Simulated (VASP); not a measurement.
Write the native input for VASP 6.6.1 that does the following.

| Property | Result |
| --- | --- |
| Task | single point |
| Functional | PBE |
| Potentials or basis | VASP PAW PBE potentials, release 64 (Sn_d) |
| Cutoff | 520 eV |
| k mesh | 6 × 6 × 6 |
| Occupations | gaussian, width 0.05 eV |
| Spin | no spin polarisation |
| Dipole correction | no |
| Further INCAR settings | ALGO = Fast; EDIFF = 1e-06; NBANDS = 21 |

The structure of Sn lies in POSCAR:

```
Sn
1.0
    0.0000000000      3.2333428000      3.2333428000
    3.2333428000      0.0000000000      3.2333428000
    3.2333428000      3.2333428000      0.0000000000
Sn
2
Direct
    0.0000000000      0.0000000000      0.0000000000
    0.2500000000      0.2500000000      0.2500000000
```

This isn't the form of Sn at room conditions, which is tetragonal (white tin).

One way to write it, as run:

INCAR

```
PREC = Accurate
ENCUT = 520
EDIFF = 1E-6
ISMEAR = 0
SIGMA = 0.05
LREAL = False
LASPH = True
NELM = 80
ALGO = Fast
ISIF = 2
LWAVE = False
LCHARG = False
GGA = PE
NBANDS = 21
```

KPOINTS

```
Automatic mesh
0
Gamma
  6 6 6
```

Potentials or basis: VASP PAW PBE potentials, release 64 (Sn_d).

Run with:

```sh
$ cat potpaw_PBE.64/Sn_d/POTCAR > POTCAR
$ mpirun -np 1 vasp_std > vasp.out
```

It gave:

The pressure is 3.8 GPa and the band gap on the k mesh is zero (bands 14 and 15 overlap by 0.07 eV).

Caveat: the cell stands under pressure; spin-orbit coupling is left out, which moves the levels of the heavy elements.

It took 16 s on 1 thread of AMD EPYC 9R45 96-Core Processor (Zen 5) (shared host), peak memory 0.17 GiB.
